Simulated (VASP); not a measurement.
Runs of VASP 6.6.1 on BaO. The structure is that of space group Fm-3m (No. 225), or close to it. The cells are those of the table. 

```csv
cell,k mesh,smearing,gap on the mesh (eV),pressure (GPa)
"a = 3.920 Å, angles 60.0°, 2 atoms",8 × 8 × 8,methfessel-paxton 0.05 eV,2.32,1.6
"a = 3.920 Å, angles 60.0°, 2 atoms",10 × 10 × 10,fermi-dirac 0.08 eV,2.32,1.6
"a = 3.911, b = 3.911, c = 3.920 Å, angles 59.9, 59.9, 60.2°, 2 atoms",8 × 8 × 8,gaussian 0.01 eV,2.27,2.0
"a = 3.930, b = 3.930, c = 3.920 Å, angles 60.1, 60.1, 59.8°, 2 atoms",8 × 8 × 8,gaussian 0.01 eV,2.32,1.2
"a = 3.901 Å, angles 60.0°, 2 atoms",8 × 8 × 8,gaussian 0.01 eV,2.27,(a)
"a = 3.940 Å, angles 60.0°, 2 atoms",8 × 8 × 8,gaussian 0.01 eV,2.37,(b)
"a = 3.920 Å, angles 60.0°, 2 atoms",8 × 8 × 8,gaussian 0.01 eV,2.32,1.6
```

Alike in all rows: task single point; level r2SCAN; potentials or basis VASP PAW PBE potentials, release 64 (Ba_sv, O); no spin polarisation; cutoff (eV) 660.

Estimate the missing entries.

(a) 2.9; (b) 0.4.

Caveats: the PAW data sets were made with another functional, which shifts forces and pressure a little; spin-orbit coupling is left out, which moves the levels of the heavy elements.

A k mesh can miss the band edges, and the runs leave out spin-orbit coupling on Ba.
